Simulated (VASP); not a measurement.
# TaN (I4mm) in VASP: notebook

The runs below take TaN through single point, with LDA.

All numbers are computed with VASP 6.6.1; they aren't measurements. Logs are shortened: lines on timing, memory, paths and dates and some standing lists are left out, and cuts for length are marked.

### 1 The cell of the first run

The structure is tetragonal, space group I4mm (No. 107). Conventional cell: a = 3.049 Å, b = 3.049 Å, c = 4.312 Å, α = 90.00°, β = 90.00°, γ = 90.00°. Within 2.6 Å of Ta (site symmetry 4mm) lie 6 N at 1.96 to 2.35 Å. Within 2.6 Å of N (site symmetry 4mm) lie 6 Ta at 1.96 to 2.35 Å.

### 2 Single point, LDA

INCAR reads:

```
SYSTEM = TaN
PREC = Accurate ; ENCUT = 520
EDIFF = 1E-7 ; ISMEAR = 0
SIGMA = 0.15 ; LREAL = .FALSE.
LASPH = .TRUE. ; NELM = 80
ALGO = Normal ; ISIF = 2
LWAVE = .FALSE. ; LCHARG = .TRUE.
GGA = CA ; LELF = .TRUE.
LVHAR = .TRUE. ; NBANDS = 15
```

KPOINTS reads:

```
regular mesh
0
G
  18 18 18
  0 0 0
```

POSCAR reads:

```
TaN
1.0
    0.0000000000      2.1557928146      2.1557928146
    2.1557928146      0.0000000000      2.1557928146
    2.1557928146      2.1557928146      0.0000000000
Ta N
1 1
Direct
    0.4967417379      0.5032582621      0.5032582621
    0.0420914985     -0.0420914985     -0.0420914985
```

Potentials or basis: VASP PAW LDA potentials, release 64 (Ta_pv, N).

Command:

```
$ cat potpaw_LDA.64/Ta_pv/POTCAR potpaw_LDA.64/N/POTCAR > POTCAR
$ mpirun -np 1 vasp_std > vasp.out
```

OUTCAR:

```text
SYSTEM = TaN
   PREC = Accurate
   ENCUT = 520
   EDIFF = 1E-7
   ISMEAR = 0
   LREAL = .FALSE.
   LASPH = .TRUE.
   NELM = 80
   ISIF = 2
   GGA = CA

 ion  position               nearest neighbor table
   1  0.497  0.503  0.503-   2 1.96   2 2.16   2 2.16   2 2.16   2 2.16   2 2.35
   2  0.042  0.958  0.958-   1 1.96   1 2.16   1 2.16   1 2.16   1 2.16   1 2.35

  LATTYP: Found a face centered cubic cell.
 ALAT       =     4.3115856292

  Lattice vectors:

 A1 = (   0.0000000000,   2.1557928146,   2.1557928146)
 A2 = (   2.1557928146,   0.0000000000,   2.1557928146)
 A3 = (   2.1557928146,   2.1557928146,   0.0000000000)

Analysis of symmetry for initial positions (statically):
=====================================================================
 Subroutine PRICEL returns:
 Original cell was already a primitive cell.

 Routine SETGRP: Setting up the symmetry group for a
 face centered cubic supercell.

 Subroutine GETGRP returns: Found  8 space group operations
 (whereof  8 operations were pure point group operations)
 out of a pool of 48 trial point group operations.

The static configuration has the point symmetry C_4v.

Analysis of symmetry for dynamics (positions and initial velocities):
=====================================================================
 Subroutine PRICEL returns:
 Original cell was already a primitive cell.

 Routine SETGRP: Setting up the symmetry group for a
 face centered cubic supercell.

 Subroutine GETGRP returns: Found  8 space group operations
 (whereof  8 operations were pure point group operations)
 out of a pool of 48 trial point group operations.

The dynamic configuration has the point symmetry C_4v.

 Subroutine INISYM returns: Found  8 space group operations
 (whereof  8 operations are pure point group operations),
 and found     1 'primitive' translations

----------------------------------------------------------------------------------------

                                     Primitive cell

  volume of cell :      20.0378

  direct lattice vectors                    reciprocal lattice vectors
     0.000000000  2.155792815  2.155792815    -0.231933234  0.231933234  0.231933234
     2.155792815  0.000000000  2.155792815     0.231933234 -0.231933234  0.231933234
     2.155792815  2.155792815  0.000000000     0.231933234  0.231933234 -0.231933234

  length of vectors
     3.048751436  3.048751436  3.048751436     0.401720146  0.401720146  0.401720146

  position of ions in fractional coordinates (direct lattice)
     0.496741738  0.503258262  0.503258262
     0.042091498  0.957908502  0.957908502

  ion indices of the primitive-cell ions
   primitive index   ion index
                 1           1
                 2           2

----------------------------------------------------------------------------------------

 KPOINTS: regular mesh

Automatic generation of k-mesh.
 Grid dimensions read from file:
 generate k-points for:   18   18   18

 Generating k-lattice:

  Cartesian coordinates                     Fractional coordinates (reciprocal lattice)
    -0.012885180  0.012885180  0.012885180     0.055555556  0.000000000  0.000000000
     0.012885180 -0.012885180  0.012885180     0.000000000  0.055555556  0.000000000
     0.012885180  0.012885180 -0.012885180     0.000000000  0.000000000  0.055555556

  Length of vectors
     0.022317786  0.022317786  0.022317786

  Shift w.r.t. Gamma in fractional coordinates (k-lattice)
     0.000000000  0.000000000  0.000000000

 Subroutine IBZKPT returns following result:
 ===========================================

 Found    480 irreducible k-points:

 Following reciprocal coordinates:
            Coordinates               Weight
  0.000000  0.000000  0.000000      1.000000
  0.055556  0.000000  0.000000      8.000000
  0.111111  0.000000  0.000000      8.000000
  0.166667  0.000000  0.000000      8.000000
  0.222222  0.000000  0.000000      8.000000
  0.277778  0.000000  0.000000      8.000000
[... 16 lines left out ...]
  0.388889  0.055556  0.000000     16.000000
  0.000000  0.388889  0.055556      8.000000
 [... further k-points ...]
   k-points           NKPTS =    480   k-points in BZ     NKDIM =    480   number of bands    NBANDS=     15
   number of dos      NEDOS =    301   number of ions     NIONS =      2
   total plane-waves  NPLWV =  13824
   dimension x,y,z NGX =    24 NGY =   24 NGZ =   24
   dimension x,y,z NGXF=    48 NGYF=   48 NGZF=   48
   ions per type =               1   1
   NGX,Y,Z   is equivalent  to a cutoff of  13.09, 13.09, 13.09 a.u.
   NGXF,Y,Z  is equivalent  to a cutoff of  26.17, 26.17, 26.17 a.u.
 SYSTEM =  TaN
   PREC   = accura    normal or accurate (medium, high low for compatibility)
   ISTART =      0    job   : 0-new  1-cont  2-samecut
   ICHARG =      2    charge: 1-file 2-atom 10-const
   ISPIN  =      1    spin polarized calculation?
   LNONCOLLINEAR =      F non collinear calculations
   LSORBIT =      F    spin-orbit coupling
   LASPH  =      T    aspherical Exc in radial PAW
   ENCUT  =  520.0 eV  38.22 Ry    6.18 a.u.   5.67  5.67  5.67*2*pi/ulx,y,z
   NELM   =     80;   NELMIN=  2; NELMDL= -5     # of ELM steps
   EDIFF  = 0.1E-06   stopping-criterion for ELM
   LREAL  =      F    real-space projection
   EDIFFG = 0.1E-05   stopping-criterion for IOM
   NSW    =      0    number of steps for IOM
   IBRION =     -1    ionic relax: 0-MD 1-quasi-New 2-CG
   NFREE  =      0    steps in history (QN), initial steepest desc. (CG)
   ISIF   =      2    stress and relaxation
   ISYM   =      2    0-nonsym 1-usesym 2-fastsym
   POTIM  = 0.5000    time-step for ionic-motion
   TEBEG  =    0.0;   TEEND  =   0.0 temperature during run
   PSTRESS=    0.0 pullay stress
   NELECT =      16.0000    total number of electrons
   NUPDOWN=      -1.0000    fix difference up-down
   EMIN   =  10.00;   EMAX   =-10.00  energy-range for DOS
   EFERMI =   0.00;   METHOD = LEGACY
   ISMEAR =     0;   SIGMA  =   0.15  broadening in eV -4-tet -1-fermi 0-gaus
   EFERMI_NEDOS =   21; number of points for ismear=-14 and -15
   IALGO  =     38    algorithm
   IMIX   =      4    mixing-type and parameters
     AMIX     =   0.40;   BMIX     =  1.00
     AMIX_MAG =   1.60;   BMIX_MAG =  1.00
  volume/ion in A,a.u.               =      10.02        67.61
  Fermi-wavevector in a.u.,A,eV,Ry     =   1.518790  2.870097 31.384884  2.306724
  Thomas-Fermi vector in A             =   2.627863
   LORBIT       =      0    0 simple, 1 ext, 2 COOP (PROOUT), +10 PAW based schemes
   GGA     = CA    functional components
   LHFCALC =     F    Hartree Fock is set to
   AEXX    =    0.0000 exact exchange contribution
   IVDW    =     0    specifies the selected vdW correction
   LEPSILON=     F    determine dielectric tensor
   LRPA    =     F    only Hartree local field effects (RPA)
 non-spin polarized calculation
 Gauss-broadening in eV      SIGMA  =   0.15
  energy-cutoff  :      520.00
  volume of cell :       20.04
 maximum number of plane-waves:       556
   NGX = 11   NGY = 11   NGZ = 11

 number of electron      15.9999999 magnetization

 Free energy of the ion-electron system (eV)
  ---------------------------------------------------
  ext. energy  EPLUGINS =         0.00000000
  ---------------------------------------------------
  free energy    TOTEN  =       -23.90690397 eV

  energy without entropy =      -23.89881493  energy(sigma->0) =      -23.90285945

 E-fermi :  10.0013     XC(G=0): -13.9691

 val. band max:        9.9996484943   @ k =  -0.3333   0.2778   0.1111
 cond. band min:      10.0034730733   @ k =  -0.2222   0.1111   0.0000
 fundamental gap:      0.0038245790
 Fermi energy:        10.0012900982

 k-point     1 :       0.0000    0.0000    0.0000
  band No.  band energies     occupation
      1     -25.3560      2.00000
      2     -25.2840      2.00000
      3     -25.2840      2.00000
      4      -8.9965      2.00000
      5       5.2551      2.00000
      6       5.2551      2.00000
      7       5.3641      2.00000
      8       7.8453      2.00000
      9       8.8096      2.00000
     10       8.8096      2.00000
     11      10.1588      0.13745
     12      11.2717      0.00000
     13      12.2435      0.00000
     14      19.4728      0.00000
     15      21.7135      0.00000

 k-point     2 :       0.0556    0.0000    0.0000
  band No.  band energies     occupation
      1     -25.3754      2.00000
      2     -25.3046      2.00000
      3     -25.2873      2.00000
      4      -8.9102      2.00000
      5       4.7596      2.00000
      6       5.1144      2.00000
      7       5.5039      2.00000
      8       7.8604      2.00000
      9       8.6747      2.00000
     10       8.7755      2.00000
     11      10.6111      0.00000
     12      11.5838      0.00000
     13      12.4820      0.00000
     14      19.7270      0.00000
     15      21.7134      0.00000

 k-point     3 :       0.1111    0.0000    0.0000
  band No.  band energies     occupation
      1     -25.4614      2.00000
      2     -25.3319      2.00000
      3     -25.2968      2.00000
      4      -8.6598      2.00000
      5       4.0165      2.00000
      6       4.7265      2.00000
      7       5.2286      2.00000
      8       7.9798      2.00000
      9       8.6331      2.00000
     10       8.8331      2.00000
     11      11.5618      0.00000
     12      12.3366      0.00000
     13      13.1048      0.00000
     14      20.4467      0.00000
     15      21.7132      0.00000

 k-point     4 :       0.1667    0.0000    0.0000
  band No.  band energies     occupation
      1     -25.6118      2.00000
      2     -25.3512      2.00000
      3     -25.3112      2.00000
      4      -8.2689      2.00000
      5       3.1769      2.00000
      6       4.1942      2.00000
      7       4.6347      2.00000
      8       8.2729      2.00000
      9       8.8720      2.00000
     10       9.0748      2.00000
     11      12.6937      0.00000
     12      13.3324      0.00000
     13      13.9061      0.00000
     14      21.4943      0.00000
     15      21.7132      0.00000
[... 307 lines left out ...]
 k-point    22 :       0.0000    0.3333    0.0556
  band No.  band energies     occupation
      1     -26.1048      2.00000
      2     -25.3984      2.00000
      3     -25.3830      2.00000
      4      -6.8185      2.00000
      5       0.8865      2.00000
      6       2.8572      2.00000
      7       3.0084      2.00000
      8       9.3113      2.00000
      9      10.7040      0.00000
     10      10.9565      0.00000
     11      15.1468      0.00000
     12      15.1493      0.00000
     13      17.2465      0.00000
     14      21.7024      0.00000
     15      23.0228      0.00000

 k-point    23 :       0.3889    0.0556    0.0000
  band No.  band energies     occupation
      1     -26.2424      2.00000
      2     -25.4353      2.00000
      3     -25.3848      2.00000
      4      -6.3171      2.00000
      5       0.2180      2.00000
      6       2.3831      2.00000
      7       2.7767      2.00000
      8       9.8675      1.79272
      9      11.3735      0.00000
     10      11.6500      0.00000
     11      15.3110      0.00000
     12      16.5951      0.00000
     13      17.5229      0.00000
     14      21.6848      0.00000
     15      22.4501      0.00000

 k-point    24 :       0.0000    0.3889    0.0556
  band No.  band energies     occupation
      1     -26.2496      2.00000
      2     -25.4201      2.00000
      3     -25.3948      2.00000
      4      -6.3031      2.00000
      5       0.2126      2.00000
      6       2.5045      2.00000
      7       2.6174      2.00000
      8      10.0283      0.79870
      9      11.4017      0.00000
     10      11.6443      0.00000
     11      15.0968      0.00000
     12      16.0953      0.00000
     13      18.1078      0.00000
     14      21.6898      0.00000
     15      22.6008      0.00000

 [... further k-points ...]

------------------------ aborting loop because EDIFF is reached ----------------------------------------

  FORCE on cell =-STRESS in cart. coord.  units (eV):
  Direction    XX          YY          ZZ          XY          YZ          ZX
  --------------------------------------------------------------------------------------
  -------------------------------------------------------------------------------------
  Total        4.5879535      1.5246706      1.5246706     -0.0000000      0.0000000      0.0000000
  in kB      366.8415649    121.9089405    121.9089405     -0.0000000      0.0000000      0.0000000
  external PRESSURE =     203.5531487 kB  Pullay stress =       0.0000000 kB

 VOLUME and BASIS-vectors are now :
 -----------------------------------------------------------------------------
  energy-cutoff  :      520.00
  volume of cell :       20.04
      direct lattice vectors                 reciprocal lattice vectors
     0.000000000  2.155792815  2.155792815    -0.231933234  0.231933234  0.231933234
     2.155792815  0.000000000  2.155792815     0.231933234 -0.231933234  0.231933234
     2.155792815  2.155792815  0.000000000     0.231933234  0.231933234 -0.231933234

 POSITION                                       TOTAL-FORCE (eV/Angst)
 -----------------------------------------------------------------------------------
      2.16984      2.15579      2.15579        -2.580325      0.000000      0.000000
      4.13010      2.15579      2.15579         2.580325      0.000000      0.000000
 -----------------------------------------------------------------------------------
    total drift:                               -0.000080     -0.000000     -0.000000

  FREE ENERGIE OF THE ION-ELECTRON SYSTEM (eV)
  ---------------------------------------------------
  free  energy   TOTEN  =       -23.9069039707 eV

  energy  without entropy=      -23.8988149311  energy(sigma->0) =      -23.90285945
```

Wall time 38 s (1 thread of Intel Xeon 6975P-C (Granite Rapids), shared host); peak memory 0.25 GiB.

What came out:

```yaml
Free_energy: -23.9069 eV
Pressure: 20.4 GPa
Largest_force: 2.580 eV/Å
Band_gap_on_the_k_mesh: zero (band 8 reaches 11.91 eV, above the bottom of band 9 at 8.39 eV)
```

Forces on the atoms (eV/Å):
```
Ta  -2.580  0.000  0.000
N    2.580  0.000  0.000
```

Stress tensor (GPa, compression positive):
```
36.68  0.00  0.00
 0.00 12.19  0.00
 0.00  0.00 12.19
```

Levels at points of the mesh, in eV from the Fermi level:
```
           k point  band 4  band 5  band 6  band 7  band 8  band 9  band 10  band 11  band 12  band 13
(0.00, 0.00, 0.00)  -19.00   -4.75   -4.75   -4.64   -2.16   -1.19    -1.19     0.16     1.27     2.24
(0.50, 0.00, 0.00)  -15.61  -10.67   -7.90   -7.81    1.91    2.19     2.26     4.09     7.49     8.70
(0.50, 0.50, 0.00)  -17.69   -6.93   -6.58   -4.78   -3.34    2.69     3.97     4.01     5.07     7.58
(0.00, 0.50, 0.50)  -17.66   -6.42   -5.79   -4.64   -4.64    2.44     3.96     3.96     4.47     6.75
```

Caveat: spin-orbit coupling is left out, which moves the levels of the heavy elements; forces of over 1 eV/Å act on the atoms, so gaps and moduli don't describe the material at rest.

### 3 Single point, LDA

This run uses another cell than the first one, of 10.27 Å³/atom, 1.025 times its volume.

INCAR reads:

```
PREC = Accurate ; ENCUT = 520
EDIFF = 1E-6 ; ISMEAR = 0
SIGMA = 0.15 ; LREAL = False
LASPH = True ; NELM = 80
ALGO = Normal ; ISIF = 2
LWAVE = False ; LCHARG = True
GGA = CA ; LELF = True
LVHAR = True ; NBANDS = 15
```

KPOINTS reads:

```
regular mesh
0
Gamma
  18 18 18
```

POSCAR reads:

```
TaN
1.0
    0.0000000000      2.1738356505      2.1738356505
    2.1738356505      0.0000000000      2.1738356505
    2.1738356505      2.1738356505      0.0000000000
Ta N
1 1
Direct
    0.4956556505      0.5043443495      0.5043443495
    0.0561219980     -0.0561219980     -0.0561219980
```

Potentials or basis: VASP PAW LDA potentials, release 64 (Ta_pv, N).

Command:

```
$ cat potpaw_LDA.64/Ta_pv/POTCAR potpaw_LDA.64/N/POTCAR > POTCAR
$ mpirun -np 1 vasp_std > vasp.out
```

It took 38 s on 1 thread of Intel Xeon 6975P-C (Granite Rapids), shared host; peak memory 0.25 GiB.

Results (log left out):

* Free energy: -23.7660 eV
* Pressure: 15.9 GPa
* Largest force: 3.487 eV/Å
* Band gap on the k mesh: zero (band 8 reaches 11.35 eV, above the bottom of band 9 at 8.25 eV)

Forces on the atoms (eV/Å):
```
Ta  -3.487  0.000  0.000
N    3.487  0.000  0.000
```

Stress tensor (GPa, compression positive):
```
42.15  0.00  0.00
 0.00  2.75  0.00
 0.00  0.00  2.75
```

Levels at points of the mesh, in eV from the Fermi level:
```
           k point  band 4  band 5  band 6  band 7  band 8  band 9  band 10  band 11  band 12  band 13
(0.00, 0.00, 0.00)  -18.76   -5.05   -5.05   -4.95   -2.01   -0.60    -0.60     0.22     1.78     2.16
(0.50, 0.00, 0.00)  -15.60  -10.40   -7.67   -7.54    1.68    2.10     2.28     3.98     6.84     8.71
(0.50, 0.50, 0.00)  -17.44   -7.20   -6.55   -4.82   -2.66    2.87     3.85     3.92     4.61     7.34
(0.00, 0.50, 0.50)  -17.39   -6.27   -5.56   -4.59   -4.59    2.45     3.61     3.83     3.83     6.42
```

Caveat: spin-orbit coupling is left out, which moves the levels of the heavy elements; forces of over 1 eV/Å act on the atoms, so gaps and moduli don't describe the material at rest.
